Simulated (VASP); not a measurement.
Write the native input for VASP 6.6.1 that does the following.

| Property | Result |
| --- | --- |
| Task | single point |
| Functional | LDA |
| Potentials or basis | VASP PAW LDA potentials, release 64 (Cs_sv, H) |
| Cutoff | 500 eV |
| k mesh | 4 × 4 × 4 |
| Occupations | methfessel-paxton, width 0.02 eV |
| Spin | no spin polarisation |
| Dipole correction | no |
| Further INCAR settings | ALGO = Normal; EDIFF = 1e-06; NBANDS = 12 |

The structure of CsH lies in POSCAR:

```
CsH
1.0
    0.0000000000      2.4000938274      2.4000938274
    2.4000938274      0.0000000000      2.4000938274
    2.4000938274      2.4000938274      0.0000000000
Cs H
1 1
Direct
    0.0000000000      0.0000000000      0.0000000000
    0.5000000000      0.5000000000      0.5000000000
```

These files were run (other wordings do the same):

INCAR

```
PREC     = Accurate       # precision mode
ENCUT    = 500            # plane-wave cutoff, eV
EDIFF    = 1E-6           # SCF threshold, eV
ISMEAR   = 1              # smearing method
SIGMA    = 0.02           # smearing width, eV
LREAL    = F              # projectors in reciprocal space
LASPH    = T              # aspherical terms in the spheres
NELM     = 120            # most SCF steps
ALGO     = Normal         # electronic algorithm
ISIF     = 2              # what is computed and relaxed
LWAVE    = F              # write WAVECAR
LCHARG   = T              # write CHGCAR
LELF     = T              # ELF
LVHAR    = T            
NBANDS   = 12             # bands
GGA_COMPAT= F
```

KPOINTS

```
regular mesh
0
Gamma
  4 4 4
```

Potentials or basis: VASP PAW LDA potentials, release 64 (Cs_sv, H).

Launch:

```console
$ cat potpaw_LDA.64/Cs_sv/POTCAR potpaw_LDA.64/H/POTCAR > POTCAR
$ mpirun -np 1 vasp_std > vasp.out
```

It gave:

```
Pressure               : 32.4 GPa
Band gap on the k mesh : zero (bands 5 and 6 overlap by 0.47 eV)
```

Caveat: the k points lie up to 0.57 Å⁻¹ apart; spin-orbit coupling is left out, which moves the levels of the heavy elements.

Run time: 4.9 s on 1 thread of Intel(R) Xeon(R) 6975P-C (Granite Rapids) (shared host), peak memory 0.14 GiB.
